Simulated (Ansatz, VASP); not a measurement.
# One calculation of W, two programs

Contents of INCAR:

```
PREC = Accurate
ENCUT = 520
EDIFF = 1E-6
ISMEAR = -1
SIGMA = 0.08
LREAL = False
LASPH = True
NELM = 60
ALGO = Normal
ISIF = 2
LWAVE = False
LCHARG = False
GGA = PE
NBANDS = 13
```

File KPOINTS:

```
Automatic mesh
0
Gamma
  18 18 16
```

File POSCAR:

```
W
1.0
    2.2867713964      0.0000000000      0.0000000000
   -1.1433856982      1.9804021219      0.0000000000
    0.0000000000      0.0000000000      2.1260899164
W
1
Direct
    0.0000000000      0.0000000000      0.0000000000
```

Input for Ansatz:

```yaml
crystal:
  lattice:
    - [2.2867713964, 0.0, 0.0]
    - [-1.1433856982, 1.9804021219, 0.0]
    - [0.0, 0.0, 2.1260899164]
  atoms:
    - { symbol: W, position: [0.0, 0.0, 0.0] }
kpoints:
  mp_grid: { grid: [18, 18, 16] }
  band_path:
    path:
      - [0.0, 0.0, 0.0]
      - [0.5, 0.0, 0.0]
      - [0.3333333333, 0.3333333333, 0.0]
      - [0.0, 0.0, 0.0]
      - [0.0, 0.0, 0.5]
      - [0.5, 0.0, 0.5]
      - [0.3333333333, 0.3333333333, 0.5]
      - [0.0, 0.0, 0.5]
      - [0.5, 0.0, 0.5]
    npoints: 8
scf:
  occupations: { method: fermi_dirac, width: 0.08 }
hamiltonian:
  xc: pbe
  pseudopotentials: { kind: all_electron, lapw: { basis_error: 0.001 } }
output:
  forces: true
  stress: true
  eigenvalues: true
  populations: true
  dos: { projected: true, de: 0.2, e_range: [-14, 8] }
```

Change from the starting cell: volume scaled by 0.55, LAPW.

Alike in both runs: task single point; functional PBE; k mesh 18 × 18 × 16; occupations fermi-dirac, width 0.08 eV; no spin polarisation.

|  | VASP | Ansatz |
| --- | --- | --- |
| version | VASP 6.6.1 | Ansatz 0.2.0 |
| potentials or method | VASP PAW PBE potentials, release 64 (W_sv), cutoff 520 eV | all-electron LAPW, scalar-relativistic |

VASP gave:

```
pressure (GPa)                                                : 486.9
traceless stress, the component that is largest in VASP (GPa) : 4.72
```

Question: What did Ansatz give for the same quantities?

Answer: Pressure (GPa): 461.5; traceless stress, the component that is largest in VASP (GPa): -0.21.

Both programs put the cell under a high pressure, so it lies far from rest at this level. Ansatz ran all-electron here, and VASP with PAW potentials.

Spin-orbit coupling is off throughout. Noted on VASP's run: the cell as given lies far from equilibrium.
